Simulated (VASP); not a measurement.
# HfC (Fm-3m) in VASP: a series of runs, part 2 of 3

VASP 6.6.1. The steps go on from the part before.

## (3) Single point, PBEsol

This run uses another cell than the first one, of 11.77 Å³/atom, 1.017 times its volume.

Input file INCAR:

```
SYSTEM = HfC
PREC = Accurate
ENCUT = 520
EDIFF = 1E-6
ISMEAR = -1
SIGMA = 0.1
LREAL = .FALSE.
LASPH = .TRUE.
NELM = 80
ALGO = Normal
ISIF = 2
LWAVE = .FALSE.
LCHARG = .TRUE.
GGA = PS
LELF = .TRUE.
LVHAR = .TRUE.
NBANDS = 14
```

Input file KPOINTS:

```
regular mesh
0
G
  18 18 18
  0 0 0
```

Input file POSCAR:

```
HfC
1.0
    0.0000000000      2.2749981930      2.2749981930
    2.2749981930      0.0000000000      2.2749981930
    2.2749981930      2.2749981930      0.0000000000
Hf C
1 1
Direct
    0.5000000000      0.5000000000      0.5000000000
    0.0000000000      0.0000000000      0.0000000000
```

Potentials or basis: VASP PAW PBE potentials, release 64 (Hf_pv, C).

The run is started by

```console
$ cat potpaw_PBE.64/Hf_pv/POTCAR potpaw_PBE.64/C/POTCAR > POTCAR
$ mpirun -np 1 vasp_std > vasp.out
```

OUTCAR:

```text
SYSTEM = HfC
   PREC = Accurate
   ENCUT = 520
   EDIFF = 1E-6
   ISMEAR = -1
   LREAL = .FALSE.
   LASPH = .TRUE.
   NELM = 80
   ISIF = 2
   GGA = PS

 ion  position               nearest neighbor table
   1  0.500  0.500  0.500-   2 2.27   2 2.27   2 2.27   2 2.27   2 2.27   2 2.27
   2  0.000  0.000  0.000-   1 2.27   1 2.27   1 2.27   1 2.27   1 2.27   1 2.27

  LATTYP: Found a face centered cubic cell.
 ALAT       =     4.5499963860

  Lattice vectors:

 A1 = (   0.0000000000,   2.2749981930,   2.2749981930)
 A2 = (   2.2749981930,   0.0000000000,   2.2749981930)
 A3 = (   2.2749981930,   2.2749981930,   0.0000000000)

Analysis of symmetry for initial positions (statically):
=====================================================================
 Subroutine PRICEL returns:
 Original cell was already a primitive cell.

 Routine SETGRP: Setting up the symmetry group for a
 face centered cubic supercell.

 Subroutine GETGRP returns: Found 48 space group operations
 (whereof 48 operations were pure point group operations)
 out of a pool of 48 trial point group operations.

The static configuration has the point symmetry O_h .

Analysis of symmetry for dynamics (positions and initial velocities):
=====================================================================
 Subroutine PRICEL returns:
 Original cell was already a primitive cell.

 Routine SETGRP: Setting up the symmetry group for a
 face centered cubic supercell.

 Subroutine GETGRP returns: Found 48 space group operations
 (whereof 48 operations were pure point group operations)
 out of a pool of 48 trial point group operations.

The dynamic configuration has the point symmetry O_h .

 Subroutine INISYM returns: Found 48 space group operations
 (whereof 48 operations are pure point group operations),
 and found     1 'primitive' translations

----------------------------------------------------------------------------------------

                                     Primitive cell

  volume of cell :      23.5490

  direct lattice vectors                    reciprocal lattice vectors
     0.000000000  2.274998193  2.274998193    -0.219780394  0.219780394  0.219780394
     2.274998193  0.000000000  2.274998193     0.219780394 -0.219780394  0.219780394
     2.274998193  2.274998193  0.000000000     0.219780394  0.219780394 -0.219780394

  length of vectors
     3.217333299  3.217333299  3.217333299     0.380670810  0.380670810  0.380670810

  position of ions in fractional coordinates (direct lattice)
     0.500000000  0.500000000  0.500000000
     0.000000000  0.000000000  0.000000000

  ion indices of the primitive-cell ions
   primitive index   ion index
                 1           1
                 2           2

----------------------------------------------------------------------------------------

 KPOINTS: regular mesh

Automatic generation of k-mesh.
 Grid dimensions read from file:
 generate k-points for:   18   18   18

 Generating k-lattice:

  Cartesian coordinates                     Fractional coordinates (reciprocal lattice)
    -0.012210022  0.012210022  0.012210022     0.055555556  0.000000000  0.000000000
     0.012210022 -0.012210022  0.012210022     0.000000000  0.055555556  0.000000000
     0.012210022  0.012210022 -0.012210022     0.000000000  0.000000000  0.055555556

  Length of vectors
     0.021148378  0.021148378  0.021148378

  Shift w.r.t. Gamma in fractional coordinates (k-lattice)
     0.000000000  0.000000000  0.000000000

 Subroutine IBZKPT returns following result:
 ===========================================

 Found    195 irreducible k-points:

 Following reciprocal coordinates:
            Coordinates               Weight
  0.000000  0.000000  0.000000      1.000000
  0.055556  0.000000  0.000000      8.000000
  0.111111  0.000000  0.000000      8.000000
  0.166667  0.000000  0.000000      8.000000
  0.222222  0.000000  0.000000      8.000000
  0.277778  0.000000  0.000000      8.000000
[... 16 lines left out ...]
 -0.277778  0.055556  0.000000     24.000000
 -0.222222  0.055556  0.000000     24.000000
 [... further k-points ...]
   k-points           NKPTS =    195   k-points in BZ     NKDIM =    195   number of bands    NBANDS=     14
   number of dos      NEDOS =    301   number of ions     NIONS =      2
   total plane-waves  NPLWV =  13824
   dimension x,y,z NGX =    24 NGY =   24 NGZ =   24
   dimension x,y,z NGXF=    48 NGYF=   48 NGZF=   48
   ions per type =               1   1
   NGX,Y,Z   is equivalent  to a cutoff of  12.40, 12.40, 12.40 a.u.
   NGXF,Y,Z  is equivalent  to a cutoff of  24.80, 24.80, 24.80 a.u.
 SYSTEM =  HfC
   PREC   = accura    normal or accurate (medium, high low for compatibility)
   ISTART =      0    job   : 0-new  1-cont  2-samecut
   ICHARG =      2    charge: 1-file 2-atom 10-const
   ISPIN  =      1    spin polarized calculation?
   LNONCOLLINEAR =      F non collinear calculations
   LSORBIT =      F    spin-orbit coupling
   LASPH  =      T    aspherical Exc in radial PAW
   ENCUT  =  520.0 eV  38.22 Ry    6.18 a.u.   5.98  5.98  5.98*2*pi/ulx,y,z
   NELM   =     80;   NELMIN=  2; NELMDL= -5     # of ELM steps
   EDIFF  = 0.1E-05   stopping-criterion for ELM
   LREAL  =      F    real-space projection
   EDIFFG = 0.1E-04   stopping-criterion for IOM
   NSW    =      0    number of steps for IOM
   IBRION =     -1    ionic relax: 0-MD 1-quasi-New 2-CG
   NFREE  =      0    steps in history (QN), initial steepest desc. (CG)
   ISIF   =      2    stress and relaxation
   ISYM   =      2    0-nonsym 1-usesym 2-fastsym
   POTIM  = 0.5000    time-step for ionic-motion
   TEBEG  =    0.0;   TEEND  =   0.0 temperature during run
   PSTRESS=    0.0 pullay stress
   NELECT =      14.0000    total number of electrons
   NUPDOWN=      -1.0000    fix difference up-down
   EMIN   =  10.00;   EMAX   =-10.00  energy-range for DOS
   EFERMI =   0.00;   METHOD = LEGACY
   ISMEAR =    -1;   SIGMA  =   0.10  broadening in eV -4-tet -1-fermi 0-gaus
   EFERMI_NEDOS =   21; number of points for ismear=-14 and -15
   IALGO  =     38    algorithm
   IMIX   =      4    mixing-type and parameters
     AMIX     =   0.40;   BMIX     =  1.00
     AMIX_MAG =   1.60;   BMIX_MAG =  1.00
  volume/ion in A,a.u.               =      11.77        79.46
  Fermi-wavevector in a.u.,A,eV,Ry     =   1.376554  2.601309 25.781677  1.894900
  Thomas-Fermi vector in A             =   2.501788
   LORBIT       =      0    0 simple, 1 ext, 2 COOP (PROOUT), +10 PAW based schemes
   GGA     = PS    functional components
   LHFCALC =     F    Hartree Fock is set to
   AEXX    =    0.0000 exact exchange contribution
   IVDW    =     0    specifies the selected vdW correction
   LEPSILON=     F    determine dielectric tensor
   LRPA    =     F    only Hartree local field effects (RPA)
 non-spin polarized calculation
  energy-cutoff  :      520.00
  volume of cell :       23.55
 maximum number of plane-waves:       650
   NGX = 11   NGY = 11   NGZ = 11

 number of electron      14.0000000 magnetization

 Free energy of the ion-electron system (eV)
  ---------------------------------------------------
  ext. energy  EPLUGINS =         0.00000000
  ---------------------------------------------------
  free energy    TOTEN  =       -22.17427308 eV

  energy without entropy =      -22.16484218  energy(sigma->0) =      -22.16955763

 E-fermi :   6.3140     XC(G=0): -12.7447

 val. band max:        6.3133622531   @ k =   0.5000   0.5000   0.0000
 cond. band min:       6.3273949143   @ k =   0.2778   0.2222   0.0000
 fundamental gap:      0.0140326612
 Fermi energy:         6.3140209275

 k-point     1 :       0.0000    0.0000    0.0000
  band No.  band energies     occupation
      1     -22.8667      2.00000
      2     -22.8667      2.00000
      3     -22.8667      2.00000
      4      -6.3026      2.00000
      5       7.3795      0.00005
      6       7.3795      0.00005
      7       7.3795      0.00005
      8       7.6743      0.00000
      9       7.6743      0.00000
     10       7.6743      0.00000
     11       9.8823      0.00000
     12       9.8823      0.00000
     13      13.9399      0.00000
     14      17.4528      0.00000
[... 375 lines left out ...]
 k-point    24 :      -0.2222    0.0556    0.0000
  band No.  band energies     occupation
      1     -23.2990      2.00000
      2     -22.9384      2.00000
      3     -22.8960      2.00000
      4      -4.7699      2.00000
      5       3.2396      2.00000
      6       4.3346      2.00000
      7       4.6433      2.00000
      8       9.0385      0.00000
      9       9.2870      0.00000
     10      10.0956      0.00000
     11      13.3730      0.00000
     12      14.8781      0.00000
     13      16.1363      0.00000
     14      20.4683      0.00000

 [... further k-points ...]
[... 5 lines left out ...]
  --------------------------------------------------------------------------------------
  -------------------------------------------------------------------------------------
  Total        1.4535556      1.4535556      1.4535556      0.0000000     -0.0000000      0.0000000
  in kB       98.8938012     98.8938012     98.8938012      0.0000000     -0.0000000      0.0000000
  external PRESSURE =      98.8938012 kB  Pullay stress =       0.0000000 kB

 VOLUME and BASIS-vectors are now :
 -----------------------------------------------------------------------------
  energy-cutoff  :      520.00
  volume of cell :       23.55
      direct lattice vectors                 reciprocal lattice vectors
     0.000000000  2.274998193  2.274998193    -0.219780394  0.219780394  0.219780394
     2.274998193  0.000000000  2.274998193     0.219780394 -0.219780394  0.219780394
     2.274998193  2.274998193  0.000000000     0.219780394  0.219780394 -0.219780394

 POSITION                                       TOTAL-FORCE (eV/Angst)
 -----------------------------------------------------------------------------------
      2.27500      2.27500      2.27500        -0.000000     -0.000000     -0.000000
      0.00000      0.00000      0.00000         0.000000      0.000000      0.000000
 -----------------------------------------------------------------------------------
    total drift:                                0.000000     -0.000000      0.000000

  FREE ENERGIE OF THE ION-ELECTRON SYSTEM (eV)
  ---------------------------------------------------
  free  energy   TOTEN  =       -22.1742730825 eV

  energy  without entropy=      -22.1648421829  energy(sigma->0) =      -22.16955763
```

OSZICAR:

```text
N       E                     dE             d eps       ncg     rms          rms(c)
DAV:   1     0.217090421835E+02    0.21709E+02   -0.78286E+03  5468   0.993E+02
DAV:   2    -0.235786224913E+02   -0.45288E+02   -0.42493E+02  6982   0.202E+02
DAV:   3    -0.250115950160E+02   -0.14330E+01   -0.14284E+01  6578   0.260E+01
DAV:   4    -0.250171745062E+02   -0.55795E-02   -0.55791E-02  6480   0.200E+00
DAV:   5    -0.250172069063E+02   -0.32400E-04   -0.32400E-04  6566   0.135E-01    0.651E+01
DAV:   6    -0.222308574798E+02    0.27863E+01   -0.10224E+01  6234   0.172E+01    0.454E+01
DAV:   7    -0.221886809106E+02    0.42177E-01   -0.49002E-01  7020   0.486E+00    0.238E+01
DAV:   8    -0.221781252686E+02    0.10556E-01   -0.46221E-02  6774   0.162E+00    0.427E+00
DAV:   9    -0.221746212684E+02    0.35040E-02   -0.15145E-02  6024   0.674E-01    0.189E+00
DAV:  10    -0.221742781416E+02    0.34313E-03   -0.12919E-03  7132   0.263E-01    0.143E-01
DAV:  11    -0.221742737728E+02    0.43689E-05   -0.70160E-05  6246   0.732E-02    0.350E-02
DAV:  12    -0.221742730825E+02    0.69025E-06   -0.18766E-06  6610   0.112E-02
   1 F= -.22174273E+02 E0= -.22169558E+02  d E =-.943090E-02
```

stdout:

```text
POSCAR found type information on POSCAR HfC
 POSCAR found :  2 types and       2 ions
 scaLAPACK will be used
 -----------------------------------------------------------------------------
|                                                                             |
|                                                                             |
|     You enforced a specific xc type in the INCAR file but a different       |
|     I HOPE YOU KNOW WHAT YOU ARE DOING!                                     |
|                                                                             |
 -----------------------------------------------------------------------------

 LDA part: xc-table for (Slater+PW92), standard interpolation
 POSCAR, INCAR and KPOINTS ok, starting setup
 FFT: planning ... GRIDC
 FFT: planning ... GRID_SOFT
 FFT: planning ... GRID
 WAVECAR not read
 entering main loop
```

Run time: 28 s. Hardware: 1 thread of Intel Xeon Platinum 8559C (Emerald Rapids), shared host; peak memory 0.19 GiB.

What came out:

```yaml
Free_energy: -22.1743 eV
Pressure: 9.9 GPa
Band_gap_on_the_k_mesh: zero (band 7 reaches 7.38 eV, above the bottom of band 8 at 5.90 eV)
```

Levels at points of the mesh, in eV from the Fermi level:
```
           k point  band 3  band 4  band 5  band 6  band 7  band 8  band 9  band 10  band 11  band 12
(0.00, 0.00, 0.00)  -29.18  -12.62    1.07    1.07    1.07    1.36    1.36     1.36     3.57     3.57
(0.50, 0.00, 0.00)  -29.27   -8.41   -6.47   -3.22   -3.22    5.68    5.68     6.19     6.85    12.29
(0.50, 0.50, 0.00)  -29.48  -10.66   -2.50   -2.06    0.00    0.00    5.69     7.26     7.26     9.20
```

Caveat: the PAW data sets were made with another functional, which shifts forces and pressure a little; spin-orbit coupling is left out, which moves the levels of the heavy elements.

## (4) Single point, PBEsol

This run uses another cell than the first one, of 11.90 Å³/atom, 1.028 times its volume.

Input file INCAR:

```
SYSTEM = HfC
ALGO = Normal ; EDIFF = 1E-7
ENCUT = 520 ; GGA = PS
ISIF = 2 ; ISMEAR = -1
LASPH = .TRUE. ; LCHARG = .FALSE.
LREAL = .FALSE. ; LWAVE = .FALSE.
NBANDS = 14 ; NELM = 60
PREC = Accurate ; SIGMA = 0.1
```

Input file KPOINTS:

```
k-points
0
G
  18 18 18
  0 0 0
```

Input file POSCAR:

```
HfC
1.0
    0.0000000000      2.2832372795      2.2832372795
    2.2832372795      0.0000000000      2.2832372795
    2.2832372795      2.2832372795      0.0000000000
Hf C
1 1
Direct
    0.5000000000      0.5000000000      0.5000000000
    0.0000000000      0.0000000000      0.0000000000
```

The run is started by

```console
$ cat potpaw_PBE.64/Hf_pv/POTCAR potpaw_PBE.64/C/POTCAR > POTCAR
$ mpirun -np 1 vasp_std > vasp.out
```

Run time: 29 s. Hardware: 1 thread of Intel Xeon Platinum 8559C (Emerald Rapids), shared host; peak memory 0.19 GiB.

Results (log left out):

| Item | Value |
| --- | --- |
| Free energy | -22.1877 eV |
| Pressure | 6.8 GPa |
| Band gap on the k mesh | zero (band 7 reaches 7.29 eV, above the bottom of band 8 at 5.81 eV) |

Levels at points of the mesh, in eV from the Fermi level:
```csv
k point,band 5,band 6,band 7,band 8,band 9,band 10
"(0.00, 0.00, 0.00)",1.06,1.06,1.06,1.36,1.36,1.36
"(0.50, 0.00, 0.00)",-6.42,-3.18,-3.18,5.62,5.62,6.12
"(0.50, 0.50, 0.00)",-2.51,-2.02,-0.01,-0.01,5.62,7.17
```

Caveat: the PAW data sets were made with another functional, which shifts forces and pressure a little; spin-orbit coupling is left out, which moves the levels of the heavy elements.

(Continued in part 3 of 3.)
